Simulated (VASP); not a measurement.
A run of VASP 6.6.1 is set up as follows.

The input INCAR:

```
SYSTEM = B
PREC = Accurate ; ENCUT = 520
EDIFF = 1E-7 ; ISMEAR = -1
SIGMA = 0.05 ; LREAL = .FALSE.
LASPH = .TRUE. ; NELM = 80
ALGO = Normal ; ISIF = 2
LWAVE = .FALSE. ; LCHARG = .FALSE.
GGA = PE ; NBANDS = 8
```

The input KPOINTS:

```
regular mesh
0
G
  24 24 24
  0 0 0
```

POSCAR

```
B
1.0
    0.0000000000      1.2086945675      1.2086945675
    1.2086945675      0.0000000000      1.2086945675
    1.2086945675      1.2086945675      0.0000000000
B
1
Direct
    0.0000000000      0.0000000000      0.0000000000
```

Potentials or basis: VASP PAW PBE potentials, release 64 (B).

Run with:

```bash
$ cat potpaw_PBE.64/B/POTCAR > POTCAR
$ mpirun -np 1 vasp_std > vasp.out
```

(1) Predict the pressure.

## Answers

(1) 347.0 GPa.
